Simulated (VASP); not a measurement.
# PrB (F-43m) in VASP: further runs, part 2 of 2

VASP 6.6.1. The steps go on from the part before.

**4. Relaxation of cell and atoms, PBE**

INCAR

```
SYSTEM = PrB
PREC = Accurate
ENCUT = 600
EDIFF = 1E-7
ISMEAR = 0
SIGMA = 0.1
LREAL = .False.
LASPH = .True.
NELM = 200
ALGO = Normal
ISIF = 3
LWAVE = .False.
LCHARG = .False.
GGA = PE
IBRION = 2
NSW = 90
EDIFFG = -0.04
GGA_COMPAT = .False.
NELMIN = 4
LMAXMIX = 6
```

KPOINTS

```
Automatic mesh
0
Gamma
  6 6 6
  0 0 0
```

POSCAR

```
PrB
1.0
    0.0000000000      2.7820904700      2.7820904700
    2.7820904700      0.0000000000      2.7820904700
    2.7820904700      2.7820904700      0.0000000000
Pr B
1 1
Direct
    0.2500000000      0.2500000000      0.2500000000
    0.0000000000      0.0000000000      0.0000000000
```

Potentials or basis: VASP PAW PBE potentials, release 64 (Pr, B).

The run is started by

```console
cat potpaw_PBE.64/Pr/POTCAR potpaw_PBE.64/B/POTCAR > POTCAR
mpirun -np 1 vasp_std > vasp.out
```

OUTCAR:

```text
SYSTEM = PrB
   PREC = Accurate
   ENCUT = 600
   EDIFF = 1E-7
   ISMEAR = 0
   LREAL = .False.
   LASPH = .True.
   NELM = 200
   ISIF = 3
   GGA = PE
   IBRION = 2
   NSW = 90
   EDIFFG = -0.04
   NELMIN = 4

 ion  position               nearest neighbor table
   1  0.250  0.250  0.250-   2 2.41   2 2.41   2 2.41   2 2.41
   2  0.000  0.000  0.000-   1 2.41   1 2.41   1 2.41   1 2.41

  LATTYP: Found a face centered cubic cell.
 ALAT       =     5.5641809400

  Lattice vectors:

 A1 = (   0.0000000000,   2.7820904700,   2.7820904700)
 A2 = (   2.7820904700,   0.0000000000,   2.7820904700)
 A3 = (   2.7820904700,   2.7820904700,   0.0000000000)

Analysis of symmetry for initial positions (statically):
=====================================================================
 Subroutine PRICEL returns:
 Original cell was already a primitive cell.

 Routine SETGRP: Setting up the symmetry group for a
 face centered cubic supercell.

 Subroutine GETGRP returns: Found 24 space group operations
 (whereof 24 operations were pure point group operations)
 out of a pool of 48 trial point group operations.

The static configuration has the point symmetry T_d .

Analysis of symmetry for dynamics (positions and initial velocities):
=====================================================================
 Subroutine PRICEL returns:
 Original cell was already a primitive cell.

 Routine SETGRP: Setting up the symmetry group for a
 face centered cubic supercell.

 Subroutine GETGRP returns: Found 24 space group operations
 (whereof 24 operations were pure point group operations)
 out of a pool of 48 trial point group operations.

The dynamic configuration has the point symmetry T_d .

 Subroutine INISYM returns: Found 24 space group operations
 (whereof 24 operations are pure point group operations),
 and found     1 'primitive' translations

----------------------------------------------------------------------------------------

                                     Primitive cell

  volume of cell :      43.0669

  direct lattice vectors                    reciprocal lattice vectors
     0.000000000  2.782090470  2.782090470    -0.179720971  0.179720971  0.179720971
     2.782090470  0.000000000  2.782090470     0.179720971 -0.179720971  0.179720971
     2.782090470  2.782090470  0.000000000     0.179720971  0.179720971 -0.179720971

  length of vectors
     3.934470074  3.934470074  3.934470074     0.311285853  0.311285853  0.311285853

  position of ions in fractional coordinates (direct lattice)
     0.250000000  0.250000000  0.250000000
     0.000000000  0.000000000  0.000000000

  ion indices of the primitive-cell ions
   primitive index   ion index
                 1           1
                 2           2

----------------------------------------------------------------------------------------

 KPOINTS: Automatic mesh

Automatic generation of k-mesh.
 Grid dimensions read from file:
 generate k-points for:    6    6    6

 Generating k-lattice:

  Cartesian coordinates                     Fractional coordinates (reciprocal lattice)
    -0.029953495  0.029953495  0.029953495     0.166666667  0.000000000  0.000000000
     0.029953495 -0.029953495  0.029953495     0.000000000  0.166666667  0.000000000
     0.029953495  0.029953495 -0.029953495     0.000000000  0.000000000  0.166666667

  Length of vectors
     0.051880975  0.051880975  0.051880975

  Shift w.r.t. Gamma in fractional coordinates (k-lattice)
     0.000000000  0.000000000  0.000000000

 Subroutine IBZKPT returns following result:
 ===========================================

 Found     16 irreducible k-points:

 Following reciprocal coordinates:
            Coordinates               Weight
  0.000000  0.000000  0.000000      1.000000
  0.166667  0.000000  0.000000      8.000000
  0.333333  0.000000  0.000000      8.000000
  0.500000  0.000000  0.000000      4.000000
  0.166667  0.166667  0.000000      6.000000
  0.333333  0.166667  0.000000     24.000000
[... 8 lines left out ...]
 -0.333333  0.333333  0.166667     24.000000
 -0.333333  0.500000  0.166667     12.000000
   k-points           NKPTS =     16   k-points in BZ     NKDIM =     16   number of bands    NBANDS=     12
   number of dos      NEDOS =    301   number of ions     NIONS =      2
   total plane-waves  NPLWV =  32768
   dimension x,y,z NGX =    32 NGY =   32 NGZ =   32
   dimension x,y,z NGXF=    64 NGYF=   64 NGZF=   64
   ions per type =               1   1
   NGX,Y,Z   is equivalent  to a cutoff of  13.52, 13.52, 13.52 a.u.
   NGXF,Y,Z  is equivalent  to a cutoff of  27.04, 27.04, 27.04 a.u.
 SYSTEM =  PrB
   PREC   = accura    normal or accurate (medium, high low for compatibility)
   ISTART =      0    job   : 0-new  1-cont  2-samecut
   ICHARG =      2    charge: 1-file 2-atom 10-const
   ISPIN  =      1    spin polarized calculation?
   LNONCOLLINEAR =      F non collinear calculations
   LSORBIT =      F    spin-orbit coupling
   LASPH  =      T    aspherical Exc in radial PAW
   ENCUT  =  600.0 eV  44.10 Ry    6.64 a.u.   7.86  7.86  7.86*2*pi/ulx,y,z
   NELM   =    200;   NELMIN=  4; NELMDL= -5     # of ELM steps
   EDIFF  = 0.1E-06   stopping-criterion for ELM
   LREAL  =      F    real-space projection
   EDIFFG = -.4E-01   stopping-criterion for IOM
   NSW    =     90    number of steps for IOM
   IBRION =      2    ionic relax: 0-MD 1-quasi-New 2-CG
   NFREE  =      1    steps in history (QN), initial steepest desc. (CG)
   ISIF   =      3    stress and relaxation
   ISYM   =      2    0-nonsym 1-usesym 2-fastsym
   POTIM  = 0.5000    time-step for ionic-motion
   TEBEG  =    0.0;   TEEND  =   0.0 temperature during run
   PSTRESS=    0.0 pullay stress
   NELECT =      16.0000    total number of electrons
   NUPDOWN=      -1.0000    fix difference up-down
   EMIN   =  10.00;   EMAX   =-10.00  energy-range for DOS
   EFERMI =   0.00;   METHOD = LEGACY
   ISMEAR =     0;   SIGMA  =   0.10  broadening in eV -4-tet -1-fermi 0-gaus
   EFERMI_NEDOS =   21; number of points for ismear=-14 and -15
   IALGO  =     38    algorithm
   IMIX   =      4    mixing-type and parameters
     AMIX     =   0.40;   BMIX     =  1.00
     AMIX_MAG =   1.60;   BMIX_MAG =  1.00
  volume/ion in A,a.u.               =      21.53       145.31
  Fermi-wavevector in a.u.,A,eV,Ry     =   1.176884  2.223988 18.844823  1.385055
  Thomas-Fermi vector in A             =   2.313240
   LORBIT       =      0    0 simple, 1 ext, 2 COOP (PROOUT), +10 PAW based schemes
   GGA     = PE    functional components
   LHFCALC =     F    Hartree Fock is set to
   AEXX    =    0.0000 exact exchange contribution
   IVDW    =     0    specifies the selected vdW correction
   LEPSILON=     F    determine dielectric tensor
   LRPA    =     F    only Hartree local field effects (RPA)
 conjugate gradient relaxation of ions
 non-spin polarized calculation
 Gauss-broadening in eV      SIGMA  =   0.10
  energy-cutoff  :      600.00
  volume of cell :       43.07
 maximum number of plane-waves:      1459
   NGX = 15   NGY = 15   NGZ = 15

--------------------------------------- Ionic step        1  -------------------------------------------

 number of electron      15.9999997 magnetization

 Free energy of the ion-electron system (eV)
  ---------------------------------------------------
  ext. energy  EPLUGINS =         0.00000000
  ---------------------------------------------------
  free energy    TOTEN  =       -10.40785651 eV

  energy without entropy =      -10.40076514  energy(sigma->0) =      -10.40431082

------------------------ aborting loop because EDIFF is reached ----------------------------------------

  FORCE on cell =-STRESS in cart. coord.  units (eV):
  Direction    XX          YY          ZZ          XY          YZ          ZX
  --------------------------------------------------------------------------------------
  -------------------------------------------------------------------------------------
  Total        0.9050736      0.9050736      0.9050736      0.0000000      0.0000000      0.0000000
  in kB       33.6705917     33.6705917     33.6705917      0.0000000      0.0000000      0.0000000
  external PRESSURE =      33.6705917 kB  Pullay stress =       0.0000000 kB
[... 57 lines left out ...]
  energy  without entropy=      -10.4255162821  energy(sigma->0) =      -10.42947489

--------------------------------------- Ionic step        3  -------------------------------------------

 number of electron      16.0000003 magnetization

 Free energy of the ion-electron system (eV)
  ---------------------------------------------------
  ext. energy  EPLUGINS =         0.00000000
  ---------------------------------------------------
  free energy    TOTEN  =       -10.43382349 eV

  energy without entropy =      -10.42606244  energy(sigma->0) =      -10.42994297

 E-fermi :   4.3627     XC(G=0):  -9.7451

 val. band max:        4.3522774480   @ k =   0.0000   0.0000   0.0000
 cond. band min:       4.4514329134   @ k =   0.1667   0.0000   0.0000
 fundamental gap:      0.0991554653
 Fermi energy:         4.3626993540

 k-point     1 :       0.0000    0.0000    0.0000
  band No.  band energies     occupation
      1     -30.9421      2.00000
      2     -12.6869      2.00000
      3     -12.6869      2.00000
      4     -12.6869      2.00000
      5      -1.7102      2.00000
      6       3.3070      2.00000
      7       3.3070      2.00000
      8       3.3070      2.00000
      9       4.3523      1.11717
     10       4.7170      0.00000
     11       4.7170      0.00000
     12       4.7170      0.00000
[... 252 lines left out ...]
  FREE ENERGIE OF THE ION-ELECTRON SYSTEM (eV)
  ---------------------------------------------------
  free  energy   TOTEN  =       -10.4338234938 eV

  energy  without entropy=      -10.4260624371  energy(sigma->0) =      -10.42994297

 reached required accuracy - stopping structural energy minimisation
```

CONTCAR:

```text
PrB
   1.00000000000000
     0.0000000000000000    2.8364677091134025    2.8364677091134025
     2.8364677091134025    0.0000000000000000    2.8364677091134025
     2.8364677091134025    2.8364677091134025    0.0000000000000000
  Pr              B
     1     1
Direct
     0.2500000000000000    0.2500000000000000    0.2500000000000000
     0.0000000000000000    0.0000000000000000    0.0000000000000000

  0.00000000E+00  0.00000000E+00  0.00000000E+00
  0.00000000E+00  0.00000000E+00  0.00000000E+00
```

Run time: 51 s. Hardware: 1 thread of Intel Xeon 6975P-C (Granite Rapids), shared host; peak memory 0.19 GiB.

What came out:

```yaml
Free_energy: -10.4338 eV
Relaxed_volume: 22.82 Å³/atom
Relaxed_cell: a = 4.011 Å, b = 4.011 Å, c = 4.011 Å, α = 60.00°, β = 60.00°, γ = 60.00°
Space_group_after_relaxing_to_0.1_Å: F-43m (No. 216)
Energy_gained_by_relaxing: 13.0 meV/atom
Ionic_steps: 3
Pressure_after_relaxing: 0.0 GPa
```

The path:
| step | energy change (eV) | largest force (eV/Å) | pressure (GPa) | volume (Å³) |
| --- | --- | --- | --- | --- |
| 1 | 0.0000 | 0.0000 | 3.37 | 43.07 |
| 2 | -0.0256 | 0.0000 | -0.34 | 45.95 |
| 3 | -0.0260 | 0.0000 | 0.03 | 45.64 |

Final structure:
```
Pr B
1.0
     0.00000    2.83647    2.83647
     2.83647    0.00000    2.83647
     2.83647    2.83647    0.00000
Pr B
1 1
Direct
  0.25000 0.25000 0.25000
  0.00000 0.00000 0.00000
```

Levels at points of the mesh, in eV from the Fermi level:
| k point | band 6 | band 7 | band 8 | band 9 | band 10 | band 11 |
| --- | --- | --- | --- | --- | --- | --- |
| (0.00, 0.00, 0.00) | -1.06 | -1.06 | -1.06 | -0.01 | 0.35 | 0.35 |
| (0.50, 0.00, 0.00) | -0.60 | -0.60 | -0.18 | 0.17 | 0.27 | 0.27 |
| (0.50, 0.50, 0.00) | -2.21 | -0.06 | -0.06 | 0.15 | 0.29 | 0.31 |

Caveat: spin-orbit coupling is left out, which moves the levels of the heavy elements; semilocal functionals describe open f shells poorly, which spoils levels, moments and volumes. Spin polarisation is off, so any magnetic state and its effect on volume and gap are missing.

**5. Summary**

| task | cell | pressure (GPa) |
| --- | --- | --- |
| single point | a = 3.934 Å, angles 60.0°, 2 atoms | 3.7 |
| single point | a = 4.227 Å, angles 60.0°, 2 atoms | -6.6 |
| relaxation of cell and atoms | relaxed from a = 3.934 Å, angles 60.0°, 2 atoms | 0.0 |

Alike in all rows: level PBE; potentials or basis VASP PAW PBE potentials, release 64 (Pr, B); no spin polarisation; k mesh 6 × 6 × 6; cutoff (eV) 600; smearing gaussian 0.1 eV.

Caveats: spin-orbit coupling is left out, which moves the levels of the heavy elements; semilocal functionals describe open f shells poorly, which spoils levels, moments and volumes; the cell stands under pressure (at least some runs); the cell stands under tension (at least some runs).

Total energies depend on the potentials used, so only differences within one code and one set of settings carry meaning.
